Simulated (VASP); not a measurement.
# GeW: single point with PBE

Crystal: GeW.

```
Ge W
1.0
     0.00000    2.57761    2.57761
     2.57761    0.00000    2.57761
     2.57761    2.57761    0.00000
Ge W
1 1
Direct
  0.50000 0.50000 0.50000
  0.00000 0.00000 0.00000
```

* Program: VASP 6.6.1
* Task: single point
* Functional: PBE
* Potentials or basis: VASP PAW PBE potentials, release 64 (Ge_d, W_sv)
* Cutoff: 520 eV
* k mesh: 9 × 9 × 9
* Occupations: fermi-dirac, width 0.05 eV
* Spin: non-collinear spin, zero start, spin-orbit coupling
* Starting moments: [[0.0, 0.0, 0.0], [0.0, 0.0, 0.0]] μB
* Dipole correction: no
* Further INCAR settings: ALGO = Normal; EDIFF = 1e-06; NBANDS = 40

- Pressure: 1.0 GPa
- Net moment: 0.00 μB per cell
- Valence electrons inside the program's atomic spheres: Ge 12.63; W 11.94

Moments on the atoms (μB; x, y, z):
```
Ge  0.00 0.00 0.00
W   0.00 0.00 0.00
```

Run time: 90 s on 1 thread of Intel(R) Xeon(R) Platinum 8488C (Sapphire Rapids), on a shared host, peak memory 0.29 GiB.
